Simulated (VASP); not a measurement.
Write the native input for VASP 6.6.1 that does the following.

| Property | Result |
| --- | --- |
| Task | single point |
| Functional | PBEsol |
| Potentials or basis | VASP PAW PBE potentials, release 64 (C, Ga_d) |
| Cutoff | 520 eV |
| k mesh | 2 × 2 × 1 |
| Occupations | gaussian, width 0.05 eV |
| Spin | collinear spin, zero start |
| Starting moments | [0.0, 0.0, 0.0, 0.0, 0.0, 0.0, 0.0, 0.0, 0.0, 0.0, 0.0, 0.0, 0.0, 0.0, 0.0, 0.0, 0.0, 0.0, 0.0] μB |
| Dipole correction | no |
| Further INCAR settings | LREAL = Auto; ALGO = Normal; EDIFF = 1e-06; NBANDS = 62 |

The structure of GaC18 lies in POSCAR:

```
GaC18
1.0
    7.3980000000      0.0000000000      0.0000000000
   -3.6990000000      6.4068560000      0.0000000000
    0.0000000000      0.0000000000     12.0000000000
C Ga
18 1
Direct
   -0.0009286742      0.0005673610      0.0805716667
    0.2226410589      0.1123440265      0.0806032500
   -0.0002519480      0.3332252200      0.0805083333
    0.2219462959      0.4443243301      0.0805111667
   -0.0009278804      0.6652061479      0.0805759167
    0.2226402729      0.7769985778      0.0806075000
    0.3344166446      0.0005586203      0.0806212500
    0.5563242627      0.1115133538      0.0806675000
    0.3335871526      0.3342556786      0.0806580000
    0.5552973158      0.4443240179      0.0805092500
    0.3335867750      0.6660343232      0.0806602500
    0.5552974161      0.7776756649      0.0805095000
    0.6663961778     -0.0001262710      0.0805106667
    0.8881029311      0.1115175681      0.0806415000
    0.6663962364      0.3332247517      0.0805108333
    0.8881032473      0.4432884085      0.0806436667
    0.6653575795      0.6660301090      0.0806345000
    0.8872792626      0.7769899932      0.0805580000
    0.1100134109      0.8884142238      0.2569967500
```

The input as run:

INCAR

```
ALGO = Normal ; EDIFF = 1E-6
ENCUT = 520 ; GGA = PS
ISIF = 2 ; ISMEAR = 0
ISPIN = 2 ; LASPH = True
LCHARG = True ; LELF = True
LORBIT = 11 ; LREAL = Auto
LVHAR = True ; LWAVE = False
MAGMOM = 0 0 0 0 0 0 0 0 0 0 0 0 0 0 0 0 0 0 0 ; NBANDS = 62
NELM = 150 ; PREC = Accurate
SIGMA = 0.05
```

KPOINTS

```
k-points
0
Gamma
  2 2 1
```

Potentials or basis: VASP PAW PBE potentials, release 64 (C, Ga_d).

The run is started by

```sh
$ cat potpaw_PBE.64/C/POTCAR potpaw_PBE.64/Ga_d/POTCAR > POTCAR
$ mpirun -np 1 vasp_std > vasp.out
```

Results of the run:

| Quantity | Value |
| --- | --- |
| Largest force | 0.026 eV/Å |
| Net moment | 0.00 μB per cell |
| Valence electrons inside the program's atomic spheres | C 2.64, 2.65 (each value once); Ga 11.44 |

Caveat: the k points lie up to 0.49 Å⁻¹ apart; there is no dipole correction, which matters where the two faces differ; no moment was typed at the start, so none could form; the PAW data sets were made with another functional, which shifts forces and pressure a little.

Run time: 8.9 min on 1 thread of Intel(R) Xeon(R) Platinum 8559C (Emerald Rapids), with other jobs on the host, peak memory 0.87 GiB.
